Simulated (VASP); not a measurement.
A run of VASP 6.6.1 is set up as follows.

INCAR

```
PREC = Accurate
ENCUT = 520
EDIFF = 1E-6
ISMEAR = 0
SIGMA = 0.15
LREAL = False
LASPH = True
NELM = 60
ALGO = Fast
ISIF = 2
LWAVE = False
LCHARG = False
GGA = CA
NBANDS = 11
```

Contents of KPOINTS:

```
Automatic mesh
0
Gamma
  20 20 20
```

File POSCAR:

```
Pt
1.0
   -0.1946767288      1.8104935782      1.8104935782
    1.8104935782     -0.1946767288      1.8104935782
    1.8104935782      1.8104935782     -0.1946767288
Pt
1
Direct
    0.0000000000      0.0000000000      0.0000000000
```

Potentials or basis: VASP PAW LDA potentials, release 64 (Pt).

Run with:

```sh
$ cat potpaw_LDA.64/Pt/POTCAR > POTCAR
$ mpirun -np 1 vasp_std > vasp.out
```

Q: Estimate the band gap on the k mesh.

A: Zero (band 5 reaches 14.20 eV, above the bottom of band 6 at 10.48 eV).

Q: Predict the pressure.

A: 35.7 GPa.

Stress tensor (GPa, compression positive):
```
35.73 13.81 13.81
13.81 35.73 13.81
13.81 13.81 35.73
```

Caveat: spin-orbit coupling is left out, which moves the levels of the heavy elements.
